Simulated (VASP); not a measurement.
Input of a VASP 6.6.1 run:

File INCAR:

```
PREC = Accurate ; ENCUT = 520
EDIFF = 1E-6 ; ISMEAR = -1
SIGMA = 0.06122561905347299 ; LREAL = F
LASPH = T ; NELM = 100
ALGO = Normal ; ISIF = 2
LWAVE = F ; LCHARG = F
GGA = PE ; NBANDS = 7
```

File KPOINTS:

```
regular mesh
0
Gamma
  36 36 36
```

Contents of POSCAR:

```
Mg
1.0
    3.0615078504      0.0000000000      0.0000000000
    0.0000000000      3.0615078504      0.0000000000
    0.0000000000      0.0000000000      3.0615078504
Mg
1
Direct
    0.0000000000      0.0000000000      0.0000000000
```

Potentials or basis: VASP PAW PBE potentials, release 64 (Mg).

Run with:

```console
$ cat potpaw_PBE.64/Mg/POTCAR > POTCAR
$ mpirun -np 1 vasp_std > vasp.out
```

Problem. Estimate the pressure.

Solution. -0.9 GPa.

Problem. What does it give for the band gap on the k mesh?

Solution. Zero (bands 1 and 2 overlap by 6.19 eV).
